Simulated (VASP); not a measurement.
# ScGa3 in VASP: a series of runs

ScGa3 is run at these levels: LDA; tasks: electric field gradients.

All numbers are computed with VASP 6.6.1; they aren't measurements. Logs are shortened: lines on timing, memory, paths and dates and some standing lists are left out, and cuts for length are marked.

## (1) The cell of the first run

Symmetry: P4/mmm, No. 123, tetragonal system. Conventional cell: a = 4.095 Å, b = 4.095 Å, c = 4.054 Å, α = 90.00°, β = 90.00°, γ = 90.00°. Sc (site symmetry 4/mmm) has 12 Ga at 2.88 to 2.90 Å within 3.8 Å. Within 3.8 Å of Ga (site symmetry mmm) lie 4 Sc at 2.88 Å and 8 Ga at 2.88 to 2.90 Å. Within 3.8 Å of Ga (site symmetry 4/mmm) lie 8 Ga at 2.88 Å and 4 Sc at 2.90 Å.

## (2) Electric field gradients, LDA (zz strain of -1 %)

Contents of INCAR:

```
  PREC = Accurate
  ENCUT = 520
  EDIFF = 1E-8
  ISMEAR = -1
  SIGMA = 0.05
  LREAL = F
  LASPH = T
  NELM = 100
  ALGO = Normal
  ISIF = 2
  LWAVE = F
  LCHARG = F
  GGA = CA
  LEFG = T
  NBANDS = 33
```

Contents of KPOINTS:

```
regular mesh
0
Gamma
  9 9 9
```

Contents of POSCAR:

```
ScGa3
1.0
    4.0950000000      0.0000000000      0.0000000000
    0.0000000000      4.0950000000      0.0000000000
    0.0000000000      0.0000000000      4.0540500000
Sc Ga
1 3
Direct
    0.0000000000      0.0000000000      0.0000000000
    0.0000000000      0.5000000000      0.5000000000
    0.5000000000      0.0000000000      0.5000000000
    0.5000000000      0.5000000000      0.0000000000
```

Potentials or basis: VASP PAW LDA potentials, release 64 (Sc_sv, Ga_d).

Run with:

```bash
> cat potpaw_LDA.64/Sc_sv/POTCAR potpaw_LDA.64/Ga_d/POTCAR > POTCAR
> mpirun -np 1 vasp_std > vasp.out
```

OUTCAR:

```text
PREC = Accurate
   ENCUT = 520
   EDIFF = 1E-8
   ISMEAR = -1
   LREAL = F
   LASPH = T
   NELM = 100
   ISIF = 2
   GGA = CA

 ion  position               nearest neighbor table
   1  0.000  0.000  0.000-   2 2.88   3 2.88   2 2.88   3 2.88   2 2.88   2 2.88   3 2.88   3 2.88
                             4 2.90   4 2.90   4 2.90   4 2.90
   2  0.000  0.500  0.500-   1 2.88   4 2.88   1 2.88   4 2.88   1 2.88   1 2.88   4 2.88   4 2.88
                             3 2.90   3 2.90   3 2.90   3 2.90
   3  0.500  0.000  0.500-   1 2.88   4 2.88   1 2.88   4 2.88   4 2.88   4 2.88   1 2.88   1 2.88
                             2 2.90   2 2.90   2 2.90   2 2.90
   4  0.500  0.500  0.000-   2 2.88   3 2.88   2 2.88   3 2.88   3 2.88   3 2.88   2 2.88   2 2.88
                             1 2.90   1 2.90   1 2.90   1 2.90

  LATTYP: Found a simple tetragonal cell.
 ALAT       =     4.0950000000
 C/A-ratio  =     0.9900000000

  Lattice vectors:

 A1 = (   4.0950000000,   0.0000000000,   0.0000000000)
 A2 = (   0.0000000000,   4.0950000000,   0.0000000000)
 A3 = (   0.0000000000,   0.0000000000,   4.0540500000)

Analysis of symmetry for initial positions (statically):
=====================================================================
 Subroutine PRICEL returns:
 Original cell was already a primitive cell.

 Routine SETGRP: Setting up the symmetry group for a
 simple tetragonal supercell.

 Subroutine GETGRP returns: Found 16 space group operations
 (whereof 16 operations were pure point group operations)
 out of a pool of 16 trial point group operations.

The static configuration has the point symmetry D_4h.

Analysis of symmetry for dynamics (positions and initial velocities):
=====================================================================
 Subroutine PRICEL returns:
 Original cell was already a primitive cell.

 Routine SETGRP: Setting up the symmetry group for a
 simple tetragonal supercell.

 Subroutine GETGRP returns: Found 16 space group operations
[... 147 lines left out ...]
  ---------------------------------------------------
  ext. energy  EPLUGINS =         0.00000000
  ---------------------------------------------------
  free energy    TOTEN  =       -19.77792078 eV

  energy without entropy =      -19.76771139  energy(sigma->0) =      -19.77281608

 E-fermi :   6.2869     XC(G=0): -11.8582

 val. band max:        6.2790947975   @ k =   0.3333   0.1111   0.0000
 cond. band min:       6.3136927082   @ k =   0.2222   0.1111   0.2222
 fundamental gap:      0.0345979108
 Fermi energy:         6.2869472575

 k-point     1 :       0.0000    0.0000    0.0000
  band No.  band energies     occupation
      1     -42.4221      2.00000
      2     -21.4482      2.00000
      3     -21.4482      2.00000
      4     -21.4402      2.00000
      5      -8.9521      2.00000
      6      -8.9286      2.00000
[... 853 lines left out ...]
     32      10.8400      0.00000
     33      11.8350      0.00000

 [... further k-points ...]

------------------------ aborting loop because EDIFF is reached ----------------------------------------

  FORCE on cell =-STRESS in cart. coord.  units (eV):
  Direction    XX          YY          ZZ          XY          YZ          ZX
  --------------------------------------------------------------------------------------
  -------------------------------------------------------------------------------------
  Total       -2.0980532     -2.0980532     -1.6019177      0.0000000     -0.0000000      0.0000000
  in kB      -49.4458867    -49.4458867    -37.7532079      0.0000000     -0.0000000      0.0000000
  external PRESSURE =     -45.5483271 kB  Pullay stress =       0.0000000 kB

 VOLUME and BASIS-vectors are now :
 -----------------------------------------------------------------------------
  energy-cutoff  :      520.00
  volume of cell :       67.98
      direct lattice vectors                 reciprocal lattice vectors
     4.095000000  0.000000000  0.000000000     0.244200244  0.000000000  0.000000000
     0.000000000  4.095000000  0.000000000     0.000000000  0.244200244  0.000000000
     0.000000000  0.000000000  4.054050000     0.000000000  0.000000000  0.246666913

 POSITION                                       TOTAL-FORCE (eV/Angst)
 -----------------------------------------------------------------------------------
      0.00000      0.00000      0.00000         0.000000      0.000000      0.000000
      0.00000      2.04750      2.02703         0.000000      0.000000      0.000000
      2.04750      0.00000      2.02703         0.000000      0.000000      0.000000
      2.04750      2.04750      0.00000         0.000000      0.000000      0.000000
 -----------------------------------------------------------------------------------
    total drift:                                0.000000      0.000000     -0.000000

  FREE ENERGIE OF THE ION-ELECTRON SYSTEM (eV)
  ---------------------------------------------------
  free  energy   TOTEN  =       -19.7779207776 eV

  energy  without entropy=      -19.7677113881  energy(sigma->0) =      -19.77281608

 Electric field gradients (V/A^2)
---------------------------------------------------------------------
 ion       V_xx      V_yy      V_zz      V_xy      V_xz      V_yz
---------------------------------------------------------------------
   1       0.990     0.990    -1.981    -0.000     0.000    -0.000
   2      64.244   -31.066   -33.178    -0.000     0.000     0.000
   3     -31.066    64.244   -33.178     0.000     0.000     0.000
   4     -30.627   -30.627    61.254    -0.000     0.000     0.000
---------------------------------------------------------------------

 Electric field gradients after diagonalization (V/A^2)
 (convention: |V_zz| > |V_xx| > |V_yy|)
----------------------------------------------------------------------
 ion       V_xx      V_yy      V_zz     asymmetry (V_yy - V_xx)/ V_zz
----------------------------------------------------------------------
   1       0.990     0.990    -1.981       0.000
   2     -33.178   -31.066    64.244       0.033
   3     -33.178   -31.066    64.244       0.033
   4     -30.627   -30.627    61.254       0.000
----------------------------------------------------------------------

           NMR quadrupolar parameters

 Cq : quadrupolar parameter    Cq=e*Q*V_zz/h
 eta: asymmetry parameters     (V_yy - V_xx)/ V_zz
 Q  : nuclear electric quadrupole moment in mb (millibarn)
----------------------------------------------------------------------
 ion       Cq(MHz)       eta       Q (mb)
----------------------------------------------------------------------
   1      -0.005       0.000       1.000
   2       0.155       0.033       1.000
   3       0.155       0.033       1.000
   4       0.148       0.000       1.000
----------------------------------------------------------------------
```

OSZICAR:

```text
N       E                     dE             d eps       ncg     rms          rms(c)
DAV:   1     0.421021280511E+03    0.42102E+03   -0.23028E+04  5062   0.267E+03
DAV:   2     0.284837786336E+02   -0.39254E+03   -0.38272E+03  4958   0.612E+02
DAV:   3    -0.193899389900E+02   -0.47874E+02   -0.46925E+02  6488   0.180E+02
DAV:   4    -0.209042259153E+02   -0.15143E+01   -0.14836E+01  6802   0.344E+01
DAV:   5    -0.209366326587E+02   -0.32407E-01   -0.32391E-01  6732   0.509E+00    0.827E+00
DAV:   6    -0.198768729697E+02    0.10598E+01   -0.31785E+00  6637   0.152E+01    0.256E+00
DAV:   7    -0.198065073265E+02    0.70366E-01   -0.16977E-01  6525   0.381E+00    0.158E+00
DAV:   8    -0.197788544174E+02    0.27653E-01   -0.55653E-02  6705   0.180E+00    0.221E-01
DAV:   9    -0.197779910214E+02    0.86340E-03   -0.98285E-03  6703   0.127E+00    0.712E-02
DAV:  10    -0.197779549134E+02    0.36108E-04   -0.10847E-03  7202   0.803E-01    0.488E-02
DAV:  11    -0.197779184924E+02    0.36421E-04   -0.21520E-04  7739   0.335E-01    0.120E-02
DAV:  12    -0.197779202481E+02   -0.17557E-05   -0.54933E-05  8890   0.114E-01    0.476E-03
DAV:  13    -0.197779208782E+02   -0.63012E-06   -0.13044E-05  6535   0.414E-02    0.311E-03
DAV:  14    -0.197779207711E+02    0.10710E-06   -0.11728E-06  7147   0.320E-02    0.585E-04
DAV:  15    -0.197779207832E+02   -0.12107E-07   -0.18252E-07  8290   0.116E-02    0.487E-04
DAV:  16    -0.197779207776E+02    0.56025E-08   -0.55624E-08  6136   0.302E-03
   1 F= -.19777921E+02 E0= -.19772816E+02  d E =-.102094E-01
```

Wall time 85 s (1 thread of Intel Xeon Platinum 8559C (Emerald Rapids), shared host); peak memory 0.25 GiB.

Results:

```
Free energy                             : -19.7779 eV
Pressure                                : -4.6 GPa
Band gap on the k mesh                  : zero (bands 25 and 26 overlap by 3.18 eV)
Largest electric field gradient by atom : Sc -2.0; Ga +64.2, +61.3 (each value once) V/Å²
```

Levels at points of the mesh, in eV from the Fermi level:
| k point | band 21 | band 22 | band 23 | band 24 | band 25 | band 26 | band 27 | band 28 | band 29 | band 30 |
| --- | --- | --- | --- | --- | --- | --- | --- | --- | --- | --- |
| (0.00, 0.00, 0.00) | -3.28 | -3.15 | -1.98 | -1.98 | -1.85 | 1.69 | 1.72 | 1.72 | 3.11 | 3.44 |

Electric field gradients, principal values (V/Å²):
| atom | least | middle | greatest (by size) |
| --- | --- | --- | --- |
| 1 Sc | 0.990 | 0.990 | -1.981 |
| 2 Ga | -31.066 | -33.178 | 64.244 |
| 3 Ga | -31.066 | -33.178 | 64.244 |
| 4 Ga | -30.627 | -30.627 | 61.254 |

Caveat: the cell differs from its parent crystal (zz strain of -1 %); the cell stands under tension; without QUAD_EFG the Cq values of the log hold for a quadrupole moment of 1 mb, not for the nuclei.

## (3) Electric field gradients, LDA (zz strain of +1 %)

Contents of INCAR:

```
SYSTEM = ScGa3
PREC = Accurate ; ENCUT = 520
EDIFF = 1E-8 ; ISMEAR = -1
SIGMA = 0.05 ; LREAL = .FALSE.
LASPH = .TRUE. ; NELM = 60
ALGO = Normal ; ISIF = 2
LWAVE = .FALSE. ; LCHARG = .FALSE.
LEFG = .TRUE. ; NBANDS = 33
```

Contents of KPOINTS:

```
Automatic mesh
0
G
  9 9 9
  0 0 0
```

POSCAR: that of step 2 with these lines changed.

```diff
@@ -4,3 +4,3 @@
     0.0000000000      4.0950000000      0.0000000000
-    0.0000000000      0.0000000000      4.0540500000
+    0.0000000000      0.0000000000      4.1359500000
 Sc Ga
```

Potentials or basis: VASP PAW LDA potentials, release 64 (Sc_sv, Ga_d).

Run with:

```bash
> cat potpaw_LDA.64/Sc_sv/POTCAR potpaw_LDA.64/Ga_d/POTCAR > POTCAR
> mpirun -np 1 vasp_std > vasp.out
```

OUTCAR:

```text
SYSTEM = ScGa3
   PREC = Accurate
   ENCUT = 520
   EDIFF = 1E-8
   ISMEAR = -1
   LREAL = .FALSE.
   LASPH = .TRUE.
   NELM = 60
   ISIF = 2

 ion  position               nearest neighbor table
   1  0.000  0.000  0.000-   4 2.90   4 2.90   4 2.90   4 2.90   3 2.91   2 2.91   3 2.91   2 2.91
                             3 2.91   2 2.91   3 2.91   2 2.91
   2  0.000  0.500  0.500-   3 2.90   3 2.90   3 2.90   3 2.90   4 2.91   1 2.91   1 2.91   1 2.91
                             4 2.91   4 2.91   4 2.91   1 2.91
   3  0.500  0.000  0.500-   2 2.90   2 2.90   2 2.90   2 2.90   4 2.91   1 2.91   4 2.91   4 2.91
                             1 2.91   4 2.91   1 2.91   1 2.91
   4  0.500  0.500  0.000-   1 2.90   1 2.90   1 2.90   1 2.90   3 2.91   2 2.91   3 2.91   3 2.91
                             3 2.91   2 2.91   2 2.91   2 2.91

  LATTYP: Found a simple tetragonal cell.
 ALAT       =     4.0950000000
 C/A-ratio  =     1.0100000000

  Lattice vectors:

 A1 = (   4.0950000000,   0.0000000000,   0.0000000000)
 A2 = (   0.0000000000,   4.0950000000,   0.0000000000)
 A3 = (   0.0000000000,   0.0000000000,   4.1359500000)

[... 1072 lines left out ...]
      0.00000      2.04750      2.06798         0.000000      0.000000      0.000000
      2.04750      0.00000      2.06798         0.000000      0.000000      0.000000
      2.04750      2.04750      0.00000         0.000000      0.000000      0.000000
 -----------------------------------------------------------------------------------
    total drift:                                0.000000      0.000000     -0.000000

  FREE ENERGIE OF THE ION-ELECTRON SYSTEM (eV)
  ---------------------------------------------------
  free  energy   TOTEN  =       -19.7331723682 eV

  energy  without entropy=      -19.7235329350  energy(sigma->0) =      -19.72835265

 Electric field gradients (V/A^2)
---------------------------------------------------------------------
 ion       V_xx      V_yy      V_zz      V_xy      V_xz      V_yz
---------------------------------------------------------------------
   1      -0.945    -0.945     1.890    -0.000     0.000     0.000
   2      61.451   -31.688   -29.763     0.000    -0.000     0.000
   3     -31.688    61.451   -29.763     0.000     0.000     0.000
   4     -32.201   -32.201    64.403    -0.000     0.000     0.000
---------------------------------------------------------------------

 Electric field gradients after diagonalization (V/A^2)
 (convention: |V_zz| > |V_xx| > |V_yy|)
----------------------------------------------------------------------
 ion       V_xx      V_yy      V_zz     asymmetry (V_yy - V_xx)/ V_zz
----------------------------------------------------------------------
   1      -0.945    -0.945     1.890       0.000
   2     -31.688   -29.763    61.451       0.031
   3     -31.688   -29.763    61.451       0.031
   4     -32.201   -32.201    64.403       0.000
----------------------------------------------------------------------

           NMR quadrupolar parameters

 Cq : quadrupolar parameter    Cq=e*Q*V_zz/h
 eta: asymmetry parameters     (V_yy - V_xx)/ V_zz
 Q  : nuclear electric quadrupole moment in mb (millibarn)
----------------------------------------------------------------------
 ion       Cq(MHz)       eta       Q (mb)
----------------------------------------------------------------------
   1       0.005       0.000       1.000
   2       0.149       0.031       1.000
   3       0.149       0.031       1.000
   4       0.156       0.000       1.000
----------------------------------------------------------------------
```

OSZICAR:

```text
N       E                     dE             d eps       ncg     rms          rms(c)
DAV:   1     0.419638621922E+03    0.41964E+03   -0.23237E+04  5054   0.267E+03
DAV:   2     0.280940779396E+02   -0.39154E+03   -0.38166E+03  4950   0.610E+02
DAV:   3    -0.194842244679E+02   -0.47578E+02   -0.46602E+02  6488   0.180E+02
DAV:   4    -0.208924985734E+02   -0.14083E+01   -0.13997E+01  6776   0.338E+01
DAV:   5    -0.209232429136E+02   -0.30744E-01   -0.30732E-01  6620   0.502E+00    0.800E+00
DAV:   6    -0.198307424824E+02    0.10925E+01   -0.33255E+00  6644   0.152E+01    0.242E+00
DAV:   7    -0.197620562154E+02    0.68686E-01   -0.17397E-01  6556   0.383E+00    0.152E+00
DAV:   8    -0.197340504043E+02    0.28006E-01   -0.56481E-02  6693   0.199E+00    0.224E-01
DAV:   9    -0.197332022841E+02    0.84812E-03   -0.99309E-03  6702   0.164E+00    0.679E-02
DAV:  10    -0.197331575980E+02    0.44686E-04   -0.13065E-03  6809   0.102E+00    0.300E-02
DAV:  11    -0.197331684743E+02   -0.10876E-04   -0.28245E-04  5945   0.299E-01    0.158E-02
DAV:  12    -0.197331738459E+02   -0.53716E-05   -0.13976E-04  8394   0.117E-01    0.637E-03
DAV:  13    -0.197331727645E+02    0.10814E-05   -0.57963E-06  8464   0.476E-02    0.321E-03
DAV:  14    -0.197331722672E+02    0.49735E-06   -0.31805E-06  6976   0.847E-02    0.101E-03
DAV:  15    -0.197331723503E+02   -0.83111E-07   -0.13311E-06  5736   0.190E-02    0.354E-04
DAV:  16    -0.197331723740E+02   -0.23732E-07   -0.33603E-07  5849   0.567E-03    0.421E-04
DAV:  17    -0.197331723682E+02    0.57980E-08   -0.83436E-08  5159   0.352E-03
   1 F= -.19733172E+02 E0= -.19728353E+02  d E =-.963943E-02
```

stdout:

```text
POSCAR found type information on POSCAR ScGa
 POSCAR found :  2 types and       4 ions
 scaLAPACK will be used
 LDA part: xc-table for (Slater(with rela. corr.)+CA(PZ))
 , standard interpolation
 POSCAR, INCAR and KPOINTS ok, starting setup
 FFT: planning ... GRIDC
 FFT: planning ... GRID_SOFT
 FFT: planning ... GRID
 WAVECAR not read
 entering main loop
ion   1

ion   2

ion   3

ion   4
```

It took 98 s on 1 thread of Intel Xeon Platinum 8559C (Emerald Rapids), shared host; peak memory 0.25 GiB.

Results:

| Property | Result |
| --- | --- |
| Free energy | -19.7332 eV |
| Pressure | -5.9 GPa |
| Band gap on the k mesh | zero (bands 25 and 26 overlap by 3.13 eV) |
| Largest electric field gradient by atom | Sc +1.9; Ga +61.5, +64.4 (each value once) V/Å² |

Levels at points of the mesh, in eV from the Fermi level:
| k point | band 22 | band 23 | band 24 | band 25 | band 26 | band 27 | band 28 | band 29 |
| --- | --- | --- | --- | --- | --- | --- | --- | --- |
| (0.00, 0.00, 0.00) | -3.14 | -1.97 | -1.85 | -1.85 | 1.67 | 1.67 | 1.70 | 3.08 |

Electric field gradients, principal values (V/Å²):
```
atom    least   middle  greatest (by size)
1 Sc   -0.945   -0.945               1.890
2 Ga  -29.763  -31.688              61.451
3 Ga  -29.763  -31.688              61.451
4 Ga  -32.201  -32.201              64.403
```

Caveat: the cell differs from its parent crystal (zz strain of +1 %); the cell stands under tension; without QUAD_EFG the Cq values of the log hold for a quadrupole moment of 1 mb, not for the nuclei.

[end of part 1 of 2]
